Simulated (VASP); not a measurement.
Here is a VASP 6.6.1 calculation.

Contents of INCAR:

```
PREC     = Accurate       # precision mode
ENCUT    = 520            # plane-wave cutoff, eV
EDIFF    = 1E-7           # SCF threshold, eV
ISMEAR   = 0              # smearing method
SIGMA    = 0.15           # smearing width, eV
LREAL    = False          # projectors in reciprocal space
LASPH    = True           # aspherical terms in the spheres
NELM     = 150            # most SCF steps
ALGO     = Normal         # electronic algorithm
ISIF     = 2              # what is computed and relaxed
LWAVE    = False          # write WAVECAR
LCHARG   = True           # write CHGCAR
ISPIN    = 2              # spin polarisation
MAGMOM   = 4.46 0.26      # initial moments
LORBIT   = 11             # projections on sites
LMAXMIX  = 4              # l up to which the mixer works
GGA      = PE             # functional
LELF     = True           # ELF
LVHAR    = True         
NBANDS   = 20             # bands
```

Contents of KPOINTS:

```
regular mesh
0
Gamma
  20 20 20
```

Contents of POSCAR:

```
MnO
1.0
    0.0000000000      2.2846242318      2.1018542933
    2.2846242318      0.0000000000      2.1018542933
    2.2846242318      2.2846242318      0.0000000000
Mn O
1 1
Direct
    0.0000000000      0.0000000000      0.0000000000
    0.5000000000      0.5000000000      0.5000000000
```

Potentials or basis: VASP PAW PBE potentials, release 64 (Mn_pv, O).

Run with:

```bash
$ cat potpaw_PBE.64/Mn_pv/POTCAR potpaw_PBE.64/O/POTCAR > POTCAR
$ mpirun -np 1 vasp_std > vasp.out
```

(1) Predict the site moments.

(2) Estimate the net moment.

(3) Estimate the pressure.

## Answers

(1) Mn +4.28; O +0.20 μB.

(2) 4.72 μB per cell.

(3) 0.8 GPa.

Caveat: a cell with one magnetic atom can't hold antiferromagnetic order, which such compounds often take.
